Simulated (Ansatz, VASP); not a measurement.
## Ti in VASP and in Ansatz

```
Ti
1.0
     2.92997    0.00000    0.00000
    -1.46499    2.53743    0.00000
     0.00000    0.00000    9.37852
Ti
4
Cartesian
  0.0000 0.0000 0.0000
  0.0000 0.0000 4.6893
  0.0000 1.6916 2.3446
  1.4650 0.8458 7.0339
```

Alike in both runs: functional r2SCAN; k mesh 12 × 12 × 4; occupations fermi-dirac, width 0.05 eV; collinear spin.

Ansatz relaxed the structure, and its values are those at the end. VASP's run is a single point on that final structure, the one shown.

```csv
,VASP,Ansatz
version,VASP 6.6.1,Ansatz 0.2.0
potentials or method,"VASP PAW PBE potentials, release 64 (Ti_sv), cutoff 520 eV","plane waves (500 eV) with PAW, scalar-relativistic"
valence electrons in the cell,48,48
```

|  | VASP | Ansatz | Ansatz less VASP |
| --- | --- | --- | --- |
| pressure (GPa) | 0.2 | 0.0 | -0.21 |
| net moment per atom (μB) | 0.00 | 0.04 | +0.042 |
| size of the moment on the site where the two differ most (μB) | 0.01 | 0.19 | +0.184 |

VASP's potentials were made for PBE, not for r2SCAN. Site moments also hang on the region over which each program counts them. Ansatz's warnings: seeded moment not kept.
